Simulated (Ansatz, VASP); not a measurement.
**MnS: VASP beside Ansatz**

Contents of INCAR:

```
SYSTEM = MnS
ALGO = Normal
EDIFF = 1E-7
ENCUT = 520
GGA = PS
ISIF = 2
ISMEAR = -1
ISPIN = 2
LASPH = .TRUE.
LCHARG = .FALSE.
LMAXMIX = 4
LORBIT = 11
LREAL = .FALSE.
LWAVE = .FALSE.
MAGMOM = 2 2 0 0
NBANDS = 31
NELM = 150
NUPDOWN = 4.0
PREC = Accurate
SIGMA = 0.05
```

Contents of KPOINTS:

```
k-points
0
G
  7 7 4
  0 0 0
```

The input POSCAR:

```
MnS
1.0
    3.9535769233      0.0000000000      0.0000000000
   -1.9767884617      3.4238980514      0.0000000000
    0.0000000000      0.0000000000      6.3425288600
Mn S
2 2
Direct
    0.6666666667      0.3333333333      0.4988446700
    0.3333333333      0.6666666667      0.9988446700
    0.3333333333      0.6666666667      0.6261543000
    0.6666666667      0.3333333333      0.1261543000
```

File input.yaml:

```yaml
crystal:
  lattice:
    - [3.9535769233, 0.0, 0.0]
    - [-1.9767884617, 3.4238980514, 0.0]
    - [0.0, 0.0, 6.34252886]
  atoms:
    - { symbol: Mn, position: [0.6666666667, 0.3333333333, 0.49884467], spin: 2.0 }
    - { symbol: Mn, position: [0.3333333333, 0.6666666667, 0.99884467], spin: 2.0 }
    - { symbol: S, position: [0.3333333333, 0.6666666667, 0.6261543] }
    - { symbol: S, position: [0.6666666667, 0.3333333333, 0.1261543] }
hamiltonian:
  xc: pbesol
  pseudopotentials: { kind: paw }
magnetization:
  spin_polarized: true
  initial_magnetization: 4.0
  spin_locking: { lock_magnetization: hard }
kpoints:
  mp_grid: { grid: [7, 7, 4] }
scf:
  occupations: { method: fermi_dirac, width: 0.05 }
  lower_state_search: "off"
output:
  forces: true
  stress: true
  eigenvalues: true
```

Alike in both runs: task single point; functional PBEsol; k mesh 7 × 7 × 4; occupations fermi-dirac, width 0.05 eV; collinear spin; fixed moment 4 μB.

|  | VASP | Ansatz |
| --- | --- | --- |
| version | VASP 6.6.1 | Ansatz 0.2.0 |
| potentials or method | VASP PAW PBE potentials, release 64 (Mn_pv, S) | Ansatz PAW |
| plane-wave cutoff (eV) | 520 | 420 |
| valence electrons in the cell | 38 | 42 |

|  | VASP | Ansatz | Ansatz less VASP |
| --- | --- | --- | --- |
| pressure (GPa) | -18.9 | -19.1 | -0.19 |
| traceless stress, the component that is largest in VASP (GPa) | 0.78 | 0.78 | +0.007 |
| rms of the force components (eV/Å) | 0.017 | 0.019 | +0.0023 |
| net moment per atom (μB) | 1.00 | 1.00 | 0.000 |
| size of the moment on the site where the two differ most (μB) | 2.06 | 1.97 | -0.093 |

VASP's potentials were made for PBE, not for PBEsol. Site moments also hang on the region over which each program counts them. Atom by atom the forces differ by 0.002 eV/Å (rms over components). VASP's potentials hold 38 valence electrons a cell and Ansatz's 42, so a difference there can come from the potentials and not from the codes.
